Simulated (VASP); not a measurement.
Input of a VASP 6.6.1 run:

File INCAR:

```
SYSTEM = Al2Pt
PREC = Accurate ; ENCUT = 520
EDIFF = 1E-6 ; ISMEAR = -1
SIGMA = 0.08 ; LREAL = .FALSE.
LASPH = .TRUE. ; NELM = 60
ALGO = Normal ; ISIF = 2
LWAVE = .FALSE. ; LCHARG = .FALSE.
NBANDS = 15
```

File KPOINTS:

```
regular mesh
0
G
  12 12 12
  0 0 0
```

POSCAR

```
Al2Pt
1.0
    0.0000000000      2.9150626719      2.9150626719
    2.9150626719      0.0000000000      2.9150626719
    2.9150626719      2.9150626719      0.0000000000
Al Pt
2 1
Direct
    0.2500000000      0.2500000000      0.2500000000
    0.7500000000      0.7500000000      0.7500000000
    0.0000000000      0.0000000000      0.0000000000
```

Potentials or basis: VASP PAW LDA potentials, release 64 (Al, Pt).

Run with:

```bash
$ cat potpaw_LDA.64/Al/POTCAR potpaw_LDA.64/Pt/POTCAR > POTCAR
$ mpirun -np 1 vasp_std > vasp.out
```

(1) Predict the pressure.

(2) Predict the band gap on the k mesh.

Results:

(1) 2.2 GPa.

(2) zero (band 8 reaches 12.06 eV, above the bottom of band 9 at 6.53 eV).

Caveat: spin-orbit coupling is left out, which moves the levels of the heavy elements.
